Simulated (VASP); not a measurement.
Here is a VASP 6.6.1 calculation.

File INCAR:

```
SYSTEM = BaTiO3
ALGO = Normal
EDIFF = 1E-6
EDIFFG = -0.01
ENCUT = 600
GGA = PS
IBRION = 2
ISIF = 3
ISMEAR = 1
LASPH = .TRUE.
LCHARG = .FALSE.
LREAL = .FALSE.
LWAVE = .FALSE.
NELM = 60
NSW = 80
PREC = Accurate
SIGMA = 0.01
```

Contents of KPOINTS:

```
k-points
0
G
  6 6 6
  0 0 0
```

The input POSCAR:

```
BaTiO3
1.0
    3.9855000000      0.0000000000      0.0000000000
    0.0000000000      2.8369000000      2.8451500000
    0.0000000000     -2.8369000000      2.8451500000
Ba Ti O
1 1 3
Direct
    0.0000000000      0.0000000000      0.0000000000
    0.5000000000      0.5124000000      0.5124000000
    0.0000000000      0.4874000000      0.4874000000
    0.5000000000      0.5052400000      0.9918400000
    0.5000000000      0.9918400000      0.5052400000
```

Potentials or basis: VASP PAW PBE potentials, release 64 (Ba_sv, Ti_sv, O).

Run with:

```bash
$ cat potpaw_PBE.64/Ba_sv/POTCAR potpaw_PBE.64/Ti_sv/POTCAR potpaw_PBE.64/O/POTCAR > POTCAR
$ mpirun -np 1 vasp_std > vasp.out
```

(1) Estimate the relaxed volume.

(2) Predict the band gap on the k mesh.

Results:

(1) 12.83 Å³/atom.

(2) 2.09 eV (least direct gap 2.47 eV).

Caveat: the PAW data sets were made with another functional, which shifts forces and pressure a little; spin-orbit coupling is left out, which moves the levels of the heavy elements.
